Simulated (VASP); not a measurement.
A run of VASP 6.6.1 is set up as follows.

File INCAR:

```
PREC     = Accurate       # precision mode
ENCUT    = 520            # plane-wave cutoff, eV
EDIFF    = 1E-6           # SCF threshold, eV
ISMEAR   = -1             # smearing method
SIGMA    = 0.05           # smearing width, eV
LREAL    = F              # projectors in reciprocal space
LASPH    = T              # aspherical terms in the spheres
NELM     = 60             # most SCF steps
ALGO     = Fast           # electronic algorithm
ISIF     = 2              # what is computed and relaxed
LWAVE    = F              # write WAVECAR
LCHARG   = F              # write CHGCAR
GGA      = PS             # functional
NBANDS   = 10             # bands
```

Contents of KPOINTS:

```
Automatic mesh
0
Gamma
  6 6 6
```

Contents of POSCAR:

```
Cs
1.0
   -3.2699480000      3.2071640000      3.2746200000
    3.1394770000     -3.0609420000      2.9979270000
    3.1843290000      2.9753230000     -3.1283970000
Cs
1
Direct
   -0.0002280000      0.0061190000      0.0031940000
```

Potentials or basis: VASP PAW PBE potentials, release 64 (Cs_sv).

The run is started by

```bash
$ cat potpaw_PBE.64/Cs_sv/POTCAR > POTCAR
$ mpirun -np 1 vasp_std > vasp.out
```

Task: Estimate the pressure.

Result: -0.2 GPa.

Caveat: the cell differs from its parent crystal (the cell strained at random); the PAW data sets were made with another functional, which shifts forces and pressure a little.
